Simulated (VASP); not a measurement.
Here is a VASP 6.6.1 calculation.

File INCAR:

```
ALGO = Normal
EDIFF = 1E-7
ENCUT = 520
GGA = CA
ISIF = 2
ISMEAR = -1
ISPIN = 2
LASPH = T
LCHARG = F
LMAXMIX = 4
LORBIT = 11
LREAL = F
LWAVE = F
MAGMOM = 2.4 0 0
NBANDS = 24
NELM = 150
NUPDOWN = 2.4
PREC = Accurate
SIGMA = 0.03
```

KPOINTS

```
k-points
0
Gamma
  11 11 6
```

POSCAR

```
MnO2
1.0
    2.8565781804      0.0000000000      0.0000000000
   -1.4282890902      2.4738692722      0.0000000000
    0.0000000000      0.0000000000      4.6013740589
Mn O
1 2
Direct
    0.0000000000      0.0000000000      0.5000000000
    0.6666666667      0.3333333333      0.2937074300
    0.3333333333      0.6666666667      0.7062925700
```

Potentials or basis: VASP PAW LDA potentials, release 64 (Mn_pv, O).

Run with:

```bash
$ cat potpaw_LDA.64/Mn_pv/POTCAR potpaw_LDA.64/O/POTCAR > POTCAR
$ mpirun -np 1 vasp_std > vasp.out
```

Question: Predict the largest force.

Answer: 0.738 eV/Å.

Question: What does it give for the pressure?

Answer: -11.4 GPa.

Forces on the atoms (eV/Å):
```
Mn   0.000  0.000  0.000
O    0.000  0.000  0.738
O    0.000  0.000 -0.738
```

Caveat: the cell stands under tension; the total moment is fixed, so each spin has its own Fermi level; a cell with one magnetic atom can't hold antiferromagnetic order, which such compounds often take.
